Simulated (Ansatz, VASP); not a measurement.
## Two plane-wave programs on PbS

INCAR

```
SYSTEM = PbS
PREC = Accurate
ENCUT = 520
EDIFF = 1E-7
ISMEAR = -1
SIGMA = 0.05
LREAL = .FALSE.
LASPH = .TRUE.
NELM = 100
ALGO = Normal
ISIF = 2
LWAVE = .FALSE.
LCHARG = .FALSE.
NBANDS = 17
```

Contents of KPOINTS:

```
regular mesh
0
G
  8 8 8
  0 0 0
```

File POSCAR:

```
PbS
1.0
    0.0000000000      2.9853913009      2.9853913009
    2.9853913009      0.0000000000      2.9853913009
    2.9853913009      2.9853913009      0.0000000000
Pb S
1 1
Direct
    0.0000000000      0.0000000000      0.0000000000
    0.5000000000      0.5000000000      0.5000000000
```

Contents of input.yaml:

```yaml
crystal:
  lattice:
    - [0.0, 2.9853913009, 2.9853913009]
    - [2.9853913009, 0.0, 2.9853913009]
    - [2.9853913009, 2.9853913009, 0.0]
  atoms:
    - { symbol: Pb, position: [0.0, 0.0, 0.0] }
    - { symbol: S, position: [0.5, 0.5, 0.5] }
hamiltonian:
  xc: lda
  pseudopotentials: { kind: paw, xc_functional: lda, accuracy: standard }
kpoints:
  mp_grid: { grid: [8, 8, 8] }
scf:
  occupations: { method: fermi_dirac, width: 0.05 }
output:
  forces: true
  stress: true
  eigenvalues: true
```

Alike in both runs: task single point; functional LDA; k mesh 8 × 8 × 8; occupations fermi-dirac, width 0.05 eV; no spin polarisation.

|  | VASP | Ansatz |
| --- | --- | --- |
| version | VASP 6.6.1 | Ansatz 0.2.0 |
| potentials or method | VASP PAW LDA potentials, release 64 (Pb_d, S) | JTH PAW LDA |
| plane-wave cutoff (eV) | 520 | 1800 |
| valence electrons in the cell | 20 | 20 |

Ansatz gave:

| Property | Result |
| --- | --- |
| gap on the k mesh at the Fermi level (eV) | 0.30 |
| least direct gap on the mesh (eV) | 0.30 |
| pressure (GPa) | -3.5 |

Q: Which values does VASP return?

A: gap on the k mesh at the Fermi level (eV): 0.28; least direct gap on the mesh (eV): 0.28; pressure (GPa): -3.6.

LDA's correlation is that of Perdew and Zunger in VASP and of Perdew and Wang (1992) in Ansatz.

Spin-orbit coupling is off throughout.
